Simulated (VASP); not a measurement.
Here is a VASP 6.6.1 calculation.

INCAR

```
SYSTEM = SnO
PREC = Accurate
ENCUT = 520
EDIFF = 1E-6
ISMEAR = 0
SIGMA = 0.05
LREAL = .False.
LASPH = .True.
NELM = 60
ALGO = Normal
ISIF = 2
LWAVE = .False.
LCHARG = .False.
GGA = PE
NBANDS = 28
```

KPOINTS

```
Automatic mesh
0
Gamma
  10 10 8
  0 0 0
```

Contents of POSCAR:

```
SnO
1.0
    3.8072385349      0.0000000000      0.0000000000
    0.0000000000      3.8072385349      0.0000000000
    0.0000000000      0.0000000000      4.9360762066
Sn O
2 2
Direct
    0.0000000000      0.5000000000      0.2324256302
    0.5000000000      0.0000000000      0.7675743698
    0.0000000000      0.0000000000      0.0000000000
    0.5000000000      0.5000000000      0.0000000000
```

Potentials or basis: VASP PAW PBE potentials, release 64 (Sn_d, O).

The run is started by

```sh
$ cat potpaw_PBE.64/Sn_d/POTCAR potpaw_PBE.64/O/POTCAR > POTCAR
$ mpirun -np 1 vasp_std > vasp.out
```

(1) What does it give for the band gap on the k mesh?

(2) Estimate the largest force.

(3) Predict the pressure.

Results:

(1) 0.23 eV, indirect (least direct gap 2.00 eV).

(2) 0.589 eV/Å.

(3) 4.3 GPa.

Caveat: spin-orbit coupling is left out, which moves the levels of the heavy elements.
